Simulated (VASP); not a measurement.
Write the native input for VASP 6.6.1 that does the following.

```yaml
Task: single point
Functional: PBE-based screened hybrid with 50 % exact exchange
Potentials_or_basis: VASP PAW PBE potentials, release 64 (Pt, S)
Cutoff: 520 eV
k_mesh: 6 × 6 × 2
Occupations: gaussian, width 0.01 eV
Spin: no spin polarisation
Dipole_correction: no
Grid_for_exact_exchange_PRECFOCK: Normal
Share_of_exact_exchange: 0.5
Further_INCAR_settings: ALGO = Normal; EDIFF = 1e-06; NBANDS = 18
Screening_parameter: 0.1 1/Å
```

PtS2:

```
Pt S
1.0
     3.55264    0.00000    0.00000
    -1.77632    3.07668    0.00000
     0.00000    0.00000    5.12271
Pt S
1 2
Direct
  0.00000 0.00000 0.00000
  0.33333 0.66667 0.23926
  0.66667 0.33333 0.76074
```

One way to write it, as run:

POSCAR

```
PtS2
1.0
    3.5526415803      0.0000000000      0.0000000000
   -1.7763207902      3.0766778591      0.0000000000
    0.0000000000      0.0000000000      5.1227110450
Pt S
1 2
Direct
    0.0000000000      0.0000000000      0.0000000000
    0.3333333333      0.6666666667      0.2392599773
    0.6666666667      0.3333333333      0.7607400227
```

INCAR.step1

```
SYSTEM = PtS2
  ALGO = Normal
  EDIFF = 1E-5
  ENCUT = 520
  GGA = PE
  ISIF = 2
  ISMEAR = 0
  LASPH = .True.
  LCHARG = .False.
  LREAL = .False.
  LWAVE = .True.
  NBANDS = 18
  NELM = 60
  PREC = Accurate
  SIGMA = 0.01
```

INCAR.step2

```
SYSTEM = PtS2
  AEXX = 0.5
  ALGO = Normal
  EDIFF = 1E-6
  ENCUT = 520
  GGA = PE
  HFSCREEN = 0.1
  ISIF = 2
  ISMEAR = 0
  ISTART = 1
  LASPH = .True.
  LCHARG = .False.
  LHFCALC = .True.
  LREAL = .False.
  LWAVE = .False.
  NBANDS = 18
  NELM = 60
  PREC = Accurate
  PRECFOCK = Normal
  SIGMA = 0.01
```

KPOINTS

```
k-points
0
Gamma
  6 6 2
  0 0 0
```

Potentials or basis: VASP PAW PBE potentials, release 64 (Pt, S).

Command:

```console
$ cat potpaw_PBE.64/Pt/POTCAR potpaw_PBE.64/S/POTCAR > POTCAR
$ cp INCAR.step1 INCAR
$ mpirun -np 1 vasp_std > vasp.out
$ cp INCAR.step2 INCAR
$ mpirun -np 1 vasp_std > vasp.out
```

It gave:

```yaml
Pressure: -6.4 GPa
Largest_force: 0.857 eV/Å
Band_gap_on_the_k_mesh: 2.72 eV (least direct gap 3.84 eV)
```

Caveat: the k points lie up to 0.61 Å⁻¹ apart; the PAW data sets were made with another functional, which shifts forces and pressure a little; spin-orbit coupling is left out, which moves the levels of the heavy elements.

Wall time 22 min on 1 thread of AMD EPYC 7R43 64-Core Processor (Zen 3), with other jobs on the host, peak memory 0.26 GiB.
